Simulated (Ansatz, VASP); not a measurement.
**ZnS: VASP beside Ansatz**

File POSCAR:

```
ZnS
1.0
    0.0000000000      2.6945131952      2.7753485911
    2.6945131952      0.0000000000      2.7753485911
    2.6945131952      2.6945131952      0.0000000000
Zn S
1 1
Direct
    0.0000000000      0.0000000000      0.0000000000
    0.7500000000      0.7500000000      0.7500000000
```

INCAR.step1

```
SYSTEM = ZnS
PREC = Accurate
ENCUT = 520
ISMEAR = 0
SIGMA = 0.05
LREAL = .False.
LASPH = .True.
NELM = 100
NBANDS = 16
GGA = PE
ALGO = Normal
EDIFF = 1E-4
LWAVE = .True.
LCHARG = .False.
```

The input INCAR.step2:

```
SYSTEM = ZnS
PREC = Accurate
ENCUT = 520
EDIFF = 1E-6
ISMEAR = 0
SIGMA = 0.05
LREAL = .False.
LASPH = .True.
NELM = 100
ALGO = Normal
ISIF = 2
LWAVE = .False.
LCHARG = .False.
METAGGA = R2SCAN
LMIXTAU = .True.
NBANDS = 16
ISTART = 1
```

KPOINTS

```
regular mesh
0
Gamma
  8 8 8
  0 0 0
```

Input for Ansatz:

```yaml
crystal:
  lattice:
    - [0.0, 2.6945131952, 2.7753485911]
    - [2.6945131952, 0.0, 2.7753485911]
    - [2.6945131952, 2.6945131952, 0.0]
  atoms:
    - { symbol: Zn, position: [0.0, 0.0, 0.0] }
    - { symbol: S, position: [0.75, 0.75, 0.75] }
basis:
  ecutwfc: 500
kpoints:
  mp_grid: { grid: [8, 8, 8] }
hamiltonian:
  xc: r2scan
scf:
  occupations: { method: gaussian, width: 0.05 }
output:
  forces: true
  stress: true
  eigenvalues: true
```

Change from the starting cell: strain +0.000 along x and y, +0.030 along z, atoms carried along.

Alike in both runs: task single point; functional r2SCAN; k mesh 8 × 8 × 8; occupations gaussian, width 0.05 eV; no spin polarisation.

|  | VASP | Ansatz |
| --- | --- | --- |
| version | VASP 6.6.1 | Ansatz 0.2.0 |
| potentials or method | VASP PAW PBE potentials, release 64 (Zn, S), cutoff 520 eV | scalar-relativistic, plane waves, PAW |
| valence electrons in the cell | 18 | 18 |

|  | VASP | Ansatz | Ansatz less VASP |
| --- | --- | --- | --- |
| gap on the k mesh at the Fermi level (eV) | 2.54 | 2.53 | -0.008 |
| least direct gap on the mesh (eV) | 2.54 | 2.53 | -0.008 |
| pressure (GPa) | -2.2 | -2.2 | -0.05 |
| traceless stress, the component that is largest in VASP (GPa) | -0.92 | -0.92 | -0.004 |

VASP's potentials were made for PBE, not for r2SCAN.
